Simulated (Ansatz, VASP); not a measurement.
Two plane-wave programs on SrCl2

INCAR

```
SYSTEM = SrCl2
PREC = Accurate ; ENCUT = 520
EDIFF = 1E-6 ; ISMEAR = 0
SIGMA = 0.05 ; LREAL = .False.
LASPH = .True. ; NELM = 80
ALGO = Normal ; ISIF = 2
LWAVE = .False. ; LCHARG = .False.
GGA = PS ; NBANDS = 19
```

KPOINTS

```
Automatic mesh
0
Gamma
  6 6 6
  0 0 0
```

The input POSCAR:

```
SrCl2
1.0
    0.4373308105      3.7173118892      3.7173118892
    3.7173118892      0.4373308105      3.7173118892
    3.7173118892      3.7173118892      0.4373308105
Sr Cl
1 2
Direct
    0.0000000000      0.0000000000      0.0000000000
    0.2500000000      0.2500000000      0.2500000000
    0.7500000000      0.7500000000      0.7500000000
```

Input for Ansatz:

```yaml
crystal:
  lattice:
    - [0.4373308105, 3.7173118892, 3.7173118892]
    - [3.7173118892, 0.4373308105, 3.7173118892]
    - [3.7173118892, 3.7173118892, 0.4373308105]
  atoms:
    - { symbol: Sr, position: [0.0, 0.0, 0.0] }
    - { symbol: Cl, position: [0.25, 0.25, 0.25] }
    - { symbol: Cl, position: [0.75, 0.75, 0.75] }
basis:
  ecutwfc: 420
kpoints:
  mp_grid: { grid: [6, 6, 6] }
hamiltonian:
  xc: pbesol
scf:
  occupations: { method: gaussian, width: 0.05 }
output:
  forces: true
  stress: true
  eigenvalues: true
```

Alike in both runs: task single point; functional PBEsol; k mesh 6 × 6 × 6; occupations gaussian, width 0.05 eV; no spin polarisation.

|  | VASP | Ansatz |
| --- | --- | --- |
| version | VASP 6.6.1 | Ansatz 0.2.0 |
| potentials or method | VASP PAW PBE potentials, release 64 (Sr_sv, Cl), cutoff 520 eV | scalar-relativistic, plane waves, PAW |
| valence electrons in the cell | 24 | 24 |

```tsv
	VASP	Ansatz	Ansatz less VASP
gap on the k mesh at the Fermi level (eV)	5.23	5.24	+0.011
least direct gap on the mesh (eV)	5.30	5.31	+0.006
pressure (GPa)	0.4	0.3	-0.14
traceless stress, the component that is largest in VASP (GPa)	-0.69	-0.65	+0.035
rms of the force components (eV/Å)	0.105	0.096	-0.0084
```

VASP's potentials were made for PBE, not for PBEsol. Atom by atom the forces differ by 0.008 eV/Å (rms over components). With one functional, cell and mesh, what is left measures potentials, basis and numerics.
